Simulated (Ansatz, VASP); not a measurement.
MgS: VASP beside Ansatz

Contents of INCAR:

```
SYSTEM = MgS
PREC = Accurate
ENCUT = 520
EDIFF = 1E-6
ISMEAR = 0
SIGMA = 0.05
LREAL = .FALSE.
LASPH = .TRUE.
NELM = 100
ALGO = Normal
ISIF = 2
LWAVE = .FALSE.
LCHARG = .FALSE.
NBANDS = 11
```

Contents of KPOINTS:

```
regular mesh
0
G
  8 8 8
  0 0 0
```

The input POSCAR:

```
MgS
1.0
    0.0000000000      2.4715675000      2.7317325000
    2.4715675000      0.0000000000      2.7317325000
    2.4715675000      2.4715675000      0.0000000000
Mg S
1 1
Direct
    0.0000000000      0.0000000000      0.0000000000
    0.5000000000      0.5000000000      0.5000000000
```

Input for Ansatz:

```yaml
crystal:
  lattice:
    - [0.0, 2.4715675, 2.7317325]
    - [2.4715675, 0.0, 2.7317325]
    - [2.4715675, 2.4715675, 0.0]
  atoms:
    - { symbol: Mg, position: [0.0, 0.0, 0.0] }
    - { symbol: S, position: [0.5, 0.5, 0.5] }
basis:
  ecutwfc: 420
kpoints:
  mp_grid: { grid: [8, 8, 8] }
hamiltonian:
  xc: lda
scf:
  occupations: { method: gaussian, width: 0.05 }
output:
  forces: true
  stress: true
  eigenvalues: true
```

Change from the starting cell: strain -0.050 along x and y, +0.050 along z, atoms carried along.

Alike in both runs: task single point; functional LDA; k mesh 8 × 8 × 8; occupations gaussian, width 0.05 eV; no spin polarisation.

|  | VASP | Ansatz |
| --- | --- | --- |
| version | VASP 6.6.1 | Ansatz 0.2.0 |
| potentials or method | VASP PAW LDA potentials, release 64 (Mg, S), cutoff 520 eV | scalar-relativistic, plane waves, PAW |
| valence electrons in the cell | 8 | 16 |

VASP gave:

| Property | Result |
| --- | --- |
| gap on the k mesh at the Fermi level (eV) | 2.36 |
| least direct gap on the mesh (eV) | 3.70 |
| pressure (GPa) | 2.1 |
| traceless stress, the component that is largest in VASP (GPa) | -7.69 |

Q: What did Ansatz give for the same quantities?

A: gap on the k mesh at the Fermi level (eV): 2.36; least direct gap on the mesh (eV): 3.69; pressure (GPa): 2.6; traceless stress, the component that is largest in VASP (GPa): -7.67.

LDA's correlation is that of Perdew and Zunger in VASP and of Perdew and Wang (1992) in Ansatz. VASP's potentials hold 8 valence electrons a cell and Ansatz's 16, so a difference there can come from the potentials and not from the codes.
